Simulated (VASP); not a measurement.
# MnPdBrF2 (P4/mmm) in VASP: notebook, part 3 of 3

VASP 6.6.1. The steps go on from the part before.

**4. Relaxation of cell and atoms, PBE, collinear spin, ferromagnetic start**

INCAR

```
ALGO = Normal
EDIFF = 1E-6
EDIFFG = -0.04
ENCUT = 600
GGA = PE
IBRION = 2
ISIF = 3
ISMEAR = 0
ISPIN = 2
LASPH = True
LCHARG = False
LMAXMIX = 4
LORBIT = 11
LREAL = False
LWAVE = False
MAGMOM = 4 0 0 0 0
NELM = 150
NSW = 90
PREC = Accurate
SIGMA = 0.1
```

KPOINTS

```
k-points
0
Gamma
  4 4 4
```

POSCAR

```
MnPdBrF2
1.0
    4.1318967300      0.0000000000      0.0000000000
    0.0000000000      4.1318967300      0.0000000000
    0.0000000000      0.0000000000      4.1318967300
Mn Pd Br F
1 1 1 2
Direct
    0.5000000000      0.5000000000      0.5000000000
    0.0000000000      0.0000000000      0.0000000000
    0.0000000000      0.0000000000      0.5000000000
    0.5000000000      0.0000000000      0.0000000000
    0.0000000000      0.5000000000      0.0000000000
```

Potentials or basis: VASP PAW PBE potentials, release 64 (Mn_pv, Pd, Br, F).

On the command line:

```console
$ cat potpaw_PBE.64/Mn_pv/POTCAR potpaw_PBE.64/Pd/POTCAR potpaw_PBE.64/Br/POTCAR potpaw_PBE.64/F/POTCAR > POTCAR
$ mpirun -np 1 vasp_std > vasp.out
```

OUTCAR:

```text
EDIFF = 1E-6
   EDIFFG = -0.04
   ENCUT = 600
   GGA = PE
   IBRION = 2
   ISIF = 3
   ISMEAR = 0
   ISPIN = 2
   LASPH = True
   LORBIT = 11
   LREAL = False
   NELM = 150
   NSW = 90
   PREC = Accurate

 ion  position               nearest neighbor table
   1  0.500  0.500  0.500-   3 2.92   3 2.92   3 2.92   3 2.92
   2  0.000  0.000  0.000-   3 2.07   4 2.07   5 2.07   3 2.07   5 2.07   4 2.07
   3  0.000  0.000  0.500-   2 2.07   2 2.07   1 2.92   1 2.92   1 2.92   1 2.92
   4  0.500  0.000  0.000-   2 2.07   2 2.07
   5  0.000  0.500  0.000-   2 2.07   2 2.07

  LATTYP: Found a simple cubic cell.
 ALAT       =     4.1318967300

  Lattice vectors:

 A1 = (   4.1318967300,   0.0000000000,   0.0000000000)
 A2 = (   0.0000000000,   4.1318967300,   0.0000000000)
 A3 = (   0.0000000000,   0.0000000000,   4.1318967300)

Analysis of symmetry for initial positions (statically):
=====================================================================
 Subroutine PRICEL returns:
 Original cell was already a primitive cell.

 Routine SETGRP: Setting up the symmetry group for a
 simple cubic supercell.

 Subroutine GETGRP returns: Found 16 space group operations
 (whereof 16 operations were pure point group operations)
 out of a pool of 48 trial point group operations.

The static configuration has the point symmetry D_4h.

Analysis of symmetry for dynamics (positions and initial velocities):
=====================================================================
 Subroutine PRICEL returns:
 Original cell was already a primitive cell.

 Routine SETGRP: Setting up the symmetry group for a
 simple cubic supercell.

 Subroutine GETGRP returns: Found 16 space group operations
 (whereof 16 operations were pure point group operations)
 out of a pool of 48 trial point group operations.

The dynamic configuration has the point symmetry D_4h.

Analysis of structural, dynamic, and magnetic symmetry:
=====================================================================
 Subroutine PRICEL returns:
 Original cell was already a primitive cell.

 Routine SETGRP: Setting up the symmetry group for a
 simple cubic supercell.

 Subroutine GETGRP returns: Found 16 space group operations
 (whereof 16 operations were pure point group operations)
 out of a pool of 48 trial point group operations.

The overall configuration has the point symmetry D_4h.

 Subroutine INISYM returns: Found 16 space group operations
 (whereof 16 operations are pure point group operations),
 and found     1 'primitive' translations

----------------------------------------------------------------------------------------

                                     Primitive cell

  volume of cell :      70.5421

  direct lattice vectors                    reciprocal lattice vectors
     4.131896730  0.000000000  0.000000000     0.242019601  0.000000000  0.000000000
     0.000000000  4.131896730  0.000000000     0.000000000  0.242019601  0.000000000
     0.000000000  0.000000000  4.131896730     0.000000000  0.000000000  0.242019601

  length of vectors
     4.131896730  4.131896730  4.131896730     0.242019601  0.242019601  0.242019601

  position of ions in fractional coordinates (direct lattice)
     0.500000000  0.500000000  0.500000000
     0.000000000  0.000000000  0.000000000
     0.000000000  0.000000000  0.500000000
     0.500000000  0.000000000  0.000000000
[... 74 lines left out ...]
   EDIFF  = 0.1E-05   stopping-criterion for ELM
   LREAL  =      F    real-space projection
   EDIFFG = -.4E-01   stopping-criterion for IOM
   NSW    =     90    number of steps for IOM
   IBRION =      2    ionic relax: 0-MD 1-quasi-New 2-CG
   NFREE  =      1    steps in history (QN), initial steepest desc. (CG)
   ISIF   =      3    stress and relaxation
   ISYM   =      2    0-nonsym 1-usesym 2-fastsym
   POTIM  = 0.5000    time-step for ionic-motion
   TEBEG  =    0.0;   TEEND  =   0.0 temperature during run
   PSTRESS=    0.0 pullay stress
   NELECT =      44.0000    total number of electrons
   NUPDOWN=      -1.0000    fix difference up-down
   EMIN   =  10.00;   EMAX   =-10.00  energy-range for DOS
   EFERMI =   0.00;   METHOD = LEGACY
   ISMEAR =     0;   SIGMA  =   0.10  broadening in eV -4-tet -1-fermi 0-gaus
   EFERMI_NEDOS =   21; number of points for ismear=-14 and -15
   IALGO  =     38    algorithm
   IMIX   =      4    mixing-type and parameters
     AMIX     =   0.40;   BMIX     =  1.00
     AMIX_MAG =   1.60;   BMIX_MAG =  1.00
  volume/ion in A,a.u.               =      14.11        95.21
  Fermi-wavevector in a.u.,A,eV,Ry     =   1.398759  2.643271 26.620167  1.956527
  Thomas-Fermi vector in A             =   2.521885
   LORBIT       =     11    0 simple, 1 ext, 2 COOP (PROOUT), +10 PAW based schemes
   GGA     = PE    functional components
   LHFCALC =     F    Hartree Fock is set to
   AEXX    =    0.0000 exact exchange contribution
   IVDW    =     0    specifies the selected vdW correction
   LEPSILON=     F    determine dielectric tensor
   LRPA    =     F    only Hartree local field effects (RPA)
 conjugate gradient relaxation of ions
 spin polarized calculation
 Gauss-broadening in eV      SIGMA  =   0.10
  energy-cutoff  :      600.00
  volume of cell :       70.54
 maximum number of plane-waves:      2373
 NGX is ok and might be reduce to    36
   NGX = 17   NGY = 17   NGZ = 17

--------------------------------------- Ionic step        1  -------------------------------------------

 number of electron      43.9999979 magnetization       4.7250975

 Free energy of the ion-electron system (eV)
  ---------------------------------------------------
  ext. energy  EPLUGINS =         0.00000000
  ---------------------------------------------------
  free energy    TOTEN  =       -18.84323124 eV

  energy without entropy =      -18.82737560  energy(sigma->0) =      -18.83530342

 E-fermi :   7.1707     XC(G=0): -10.9335

 val. band max:        7.1197084046   @ k =   0.0000   0.0000   0.0000
 cond. band min:       7.1719159498   @ k =   0.5000   0.5000   0.5000
 fundamental gap:      0.0522075452
 Fermi energy:         7.1706730899

 spin component 1

 k-point     1 :       0.0000    0.0000    0.0000
  band No.  band energies     occupation
      1     -44.3865      1.00000
      2     -44.1482      1.00000
      3     -44.1482      1.00000
      4     -17.7617      1.00000
      5     -17.4320      1.00000
      6     -11.7629      1.00000
[... 1146 lines left out ...]
--------------------------------------- Ionic step        2  -------------------------------------------

 number of electron      44.0000050 magnetization       4.9212676

------------------------ aborting loop EDIFF was not reached (unconverged)  ----------------------------

  FORCE on cell =-STRESS in cart. coord.  units (eV):
  Direction    XX          YY          ZZ          XY          YZ          ZX
  --------------------------------------------------------------------------------------
  -------------------------------------------------------------------------------------
  Total       -6.2161207     -6.2161207     -7.8660395      0.0000000      0.0000000      0.0000000
  in kB      -87.1022160    -87.1022160   -110.2213906      0.0000000      0.0000000      0.0000000
  external PRESSURE =     -94.8086075 kB  Pullay stress =       0.0000000 kB
[... 260 lines left out ...]
--------------------------------------- Ionic step        9  -------------------------------------------

 number of electron      44.0000015 magnetization       4.6596793

 Free energy of the ion-electron system (eV)
  ---------------------------------------------------
  ext. energy  EPLUGINS =         0.00000000
  ---------------------------------------------------
  free energy    TOTEN  =       -22.27766009 eV

  energy without entropy =      -22.26378195  energy(sigma->0) =      -22.27072102

 E-fermi :   4.1495     XC(G=0):  -9.5755

 val. band max:        4.1223465636   @ k =   0.2500   0.5000   0.5000
 cond. band min:       4.1556311594   @ k =   0.2500   0.2500   0.2500
 fundamental gap:      0.0332845958
 Fermi energy:         4.1495366588

 spin component 1

 k-point     1 :       0.0000    0.0000    0.0000
  band No.  band energies     occupation
      1     -47.5387      1.00000
      2     -47.1213      1.00000
      3     -47.1213      1.00000
      4     -19.5149      1.00000
      5     -19.2606      1.00000
      6     -12.8001      1.00000
[... 1140 lines left out ...]
  FREE ENERGIE OF THE ION-ELECTRON SYSTEM (eV)
  ---------------------------------------------------
  free  energy   TOTEN  =       -22.2776600900 eV

  energy  without entropy=      -22.2637819531  energy(sigma->0) =      -22.27072102

 reached required accuracy - stopping structural energy minimisation

 total charge

# of ion       s       p       d       tot
------------------------------------------
    1        0.177   6.033   4.982  11.192
    2        0.328   0.401   8.512   9.242
    3        1.622   3.160   0.052   4.834
    4        1.751   4.308   0.000   6.059
    5        1.751   4.308   0.000   6.059
--------------------------------------------------
tot          5.630  18.211  13.547  37.387

 magnetization (x)

# of ion       s       p       d       tot
------------------------------------------
    1        0.084   0.012   4.239   4.335
    2       -0.000  -0.003  -0.082  -0.085
    3        0.010   0.009   0.004   0.023
    4       -0.000  -0.004   0.000  -0.005
    5       -0.000  -0.004   0.000  -0.005
--------------------------------------------------
tot          0.092   0.010   4.161   4.263
```

OSZICAR:

```text
N       E                     dE             d eps       ncg     rms          rms(c)
DAV:   1     0.489948352374E+03    0.48995E+03   -0.26074E+04  2032   0.183E+03
DAV:   2     0.191165391652E+02   -0.47083E+03   -0.44697E+03  2180   0.465E+02
DAV:   3    -0.212422319052E+02   -0.40359E+02   -0.39576E+02  2244   0.140E+02
[... 264 lines left out ...]
DAV:   7    -0.222776321170E+02   -0.66432E-04   -0.58338E-04  2144   0.183E-01    0.132E-01
DAV:   8    -0.222776517585E+02   -0.19642E-04   -0.45320E-04  2288   0.149E-01    0.927E-02
DAV:   9    -0.222776501523E+02    0.16062E-05   -0.11466E-04  2060   0.991E-02    0.221E-02
DAV:  10    -0.222776591668E+02   -0.90144E-05   -0.14217E-05  1988   0.271E-02    0.124E-02
DAV:  11    -0.222776600900E+02   -0.92325E-06   -0.15931E-06  1532   0.875E-03
   9 F= -.22277660E+02 E0= -.22270721E+02  d E =-.119996E-01  mag=     4.6598
```

Wall time 28 min (1 thread of AMD EPYC 9R14 (Zen 4), shared host); peak memory 0.28 GiB.

Results:

* Free energy: -22.2777 eV
* Relaxed volume: 18.35 Å³/atom
* Relaxed cell: a = 4.190 Å, b = 4.190 Å, c = 5.225 Å, α = 90.00°, β = 90.00°, γ = 90.00°
* Space group after relaxing (to 0.1 Å): P4/mmm (No. 123)
* Energy gained by relaxing: 686.9 meV/atom
* Ionic steps: 9
* Pressure after relaxing: 0.1 GPa
* Net moment: 4.66 μB per cell
* Site moments: Mn +4.33; Pd -0.09; Br +0.02; F -0.01 μB
* Valence electrons inside the program's atomic spheres: Mn 11.19; Pd 9.24; Br 4.83; F 6.06

The path:
| step | energy change (eV) | largest force (eV/Å) | pressure (GPa) | volume (Å³) |
| --- | --- | --- | --- | --- |
| 1 | 0.0000 | 0.0000 | 42.74 | 70.54 |
| 2 | -2.5483 | 0.0000 | -9.48 | 114.34 |
| 3 | -3.3365 | 0.0000 | -0.34 | 93.28 |
| 4 | -3.3424 | 0.0000 | -2.12 | 95.71 |
| 5 | -3.3441 | 0.0000 | -1.67 | 95.08 |
| 6 | -3.4018 | 0.0000 | -0.39 | 92.82 |
| 7 | -3.4223 | 0.0000 | 1.07 | 90.67 |
| 8 | -3.4224 | 0.0000 | 1.29 | 90.39 |
| 9 | -3.4344 | 0.0000 | 0.11 | 91.75 |

Final structure:
```yaml
crystal:
  lattice:
    - [4.19046, 0.00000, 0.00000]
    - [0.00000, 4.19046, 0.00000]
    - [0.00000, 0.00000, 5.22504]
  atoms:
    - { symbol: Mn, position: [0.50000, 0.50000, 0.50000] }
    - { symbol: Pd, position: [0.00000, 0.00000, 0.00000] }
    - { symbol: Br, position: [0.00000, 0.00000, 0.50000] }
    - { symbol: F, position: [0.50000, 0.00000, 0.00000] }
    - { symbol: F, position: [0.00000, 0.50000, 0.00000] }
```

Caveat: the k points lie up to 0.37 Å⁻¹ apart in the final cell; the volume moved by over 15 % at a fixed basis, so the end points are rough; a cell with one magnetic atom can't hold antiferromagnetic order, which such compounds often take; semilocal functionals often make such compounds metallic where correlation or magnetic order opens a gap, which also shifts bond lengths.

**5. Overview**

| task | cell | cutoff (eV) | gap on the mesh (eV) | pressure (GPa) | moment (μB) |
| --- | --- | --- | --- | --- | --- |
| single point | a = 4.132 Å, 5 atoms | 520 | none | 42.8 | 4.73 |
| single point | a = 4.128, b = 4.128, c = 5.640 Å, 5 atoms | 520 | none | -0.1 | 4.63 |
| relaxation of cell and atoms | relaxed from a = 4.132 Å, 5 atoms | 600 | none | 0.1 | 4.66 |

Alike in all rows: level PBE; potentials or basis VASP PAW PBE potentials, release 64 (Mn_pv, Pd, Br, F); spin collinear, ferromagnetic start; k mesh 4 × 4 × 4; smearing gaussian 0.1 eV.

Caveats: all runs use coarse meshes; a cell with one magnetic atom can't hold antiferromagnetic order, which such compounds often take; semilocal functionals often make such compounds metallic where correlation or magnetic order opens a gap, which also shifts bond lengths; the volume moved by over 15 % at a fixed basis, so the end points are rough (at least some runs).

Total energies depend on the potentials used, so only differences within one code and one set of settings carry meaning.

The gap in the log of VASP goes by the Fermi energy; the results here count the filled bands.